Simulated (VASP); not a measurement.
Si: relaxation of the atoms with PBE

System: Si, a slab with vacuum.

```
Si
1.0
     3.86854    0.00000    0.00000
     0.00000    3.86854    0.00000
     0.00000    0.00000   22.83870
Si
6
Direct
  0.75000 0.00000 0.35028
  0.25000 0.00000 0.41017
  0.25000 0.50000 0.47006
  0.75000 0.50000 0.52994
  0.75000 0.00000 0.58983
  0.25000 0.00000 0.64972
```

```yaml
Program: VASP 6.6.1
Task: relaxation of the atoms
Functional: PBE
Potentials_or_basis: VASP PAW PBE potentials, release 64 (Si)
Cutoff: 450 eV
k_mesh: 7 × 7 × 1
Occupations: fermi-dirac, width 0.02 eV
Spin: no spin polarisation
Dipole_correction: yes
Further_INCAR_settings: ALGO = Normal; EDIFF = 1e-07; NELMDL = -8; IBRION = 2; EDIFFG = -0.01; NSW = 60
```

| Property | Result |
| --- | --- |
| Energy gained by relaxing | 0.5 meV/atom |
| Ionic steps | 8 |
| Largest force after relaxing | 0.007 eV/Å |
| Band gap on the k mesh | zero (bands 12 and 13 overlap by 0.83 eV) |

Forces on the atoms (eV/Å):
```
Si   0.000  0.000  0.002
Si   0.000  0.000  0.007
Si   0.000  0.000  0.005
Si   0.000  0.000 -0.005
Si   0.000  0.000 -0.007
Si   0.000  0.000 -0.002
```

The path:
```
step  energy change (eV)  largest force (eV/Å)  pressure (GPa)
   1              0.0000                0.1549           -0.66
   2             -0.0030                0.0336           -0.64
   3             -0.0030                0.0282           -0.64
   4             -0.0030                0.0171           -0.63
   5             -0.0031                0.0140           -0.62
   6             -0.0031                0.0156           -0.62
   7             -0.0031                0.0120           -0.61
   8             -0.0032                0.0067           -0.60
```

Final structure:
```
Si
1.0
     3.86854    0.00000    0.00000
     0.00000    3.86854    0.00000
     0.00000    0.00000   22.83870
Si
6
Direct
  0.75000 0.00000 0.35077
  0.25000 0.00000 0.40993
  0.25000 0.50000 0.47039
  0.75000 0.50000 0.52961
  0.75000 0.00000 0.59007
  0.25000 0.00000 0.64923
```

Levels at points of the mesh, in eV from the Fermi level:
```csv
k point,band 10,band 11,band 12,band 13,band 14,band 15
"(0.00, 0.00, 0.00)",-0.82,-0.35,0.43,1.25,1.27,1.63
```

Wall time 8.4 min on 1 thread of Intel Xeon 8259CL (shared host), peak memory 0.37 GiB.
